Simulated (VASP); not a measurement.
Hf3Si2F, 6 atoms in the cell. The structure is hexagonal, space group P6/mmm (No. 191). Conventional cell: a = 6.538 Å, b = 6.538 Å, c = 3.719 Å, α = 90.00°, β = 90.00°, γ = 120.00°. Within 3.5 Å of Hf (site symmetry mmm) lie 4 Si at 2.65 Å and 4 Hf at 3.27 Å. Within 3.5 Å of Si (site symmetry -6m2) lie 6 Hf at 2.65 Å. F (site symmetry 6/mmm) has 2 F at 3.72 Å and 12 Hf at 3.76 Å and 6 Si at 3.77 Å within 4.9 Å. 

| Quantity | Value |
| --- | --- |
| Program | VASP 6.6.1 |
| Task | relaxation of cell and atoms |
| Functional | PBE |
| Potentials or basis | VASP PAW PBE potentials, release 64 (Hf_pv, Si, F) |
| Cutoff | 600 eV |
| k mesh | 6 × 6 × 10 |
| Occupations | gaussian, width 0.1 eV |
| Spin | no spin polarisation |
| Dipole correction | no |
| Further INCAR settings | ALGO = Normal; EDIFF = 1e-07; IBRION = 2; EDIFFG = -0.01; NSW = 100; ISIF = 3 |

Potentials or basis: VASP PAW PBE potentials, release 64 (Hf_pv, Si, F).

Launch:

```bash
$ cat potpaw_PBE.64/Hf_pv/POTCAR potpaw_PBE.64/Si/POTCAR potpaw_PBE.64/F/POTCAR > POTCAR
$ mpirun -np 1 vasp_std > vasp.out
```

Hardware: 1 thread of Intel Xeon 6975P-C, with other jobs on the host.

Problem. How long does it take, and how much memory?

Solution. Wall time 12 min on 1 thread of Intel Xeon 6975P-C, on a shared host, peak memory 0.42 GiB. Counts: scf iterations 48, k points 42, ion steps 5.
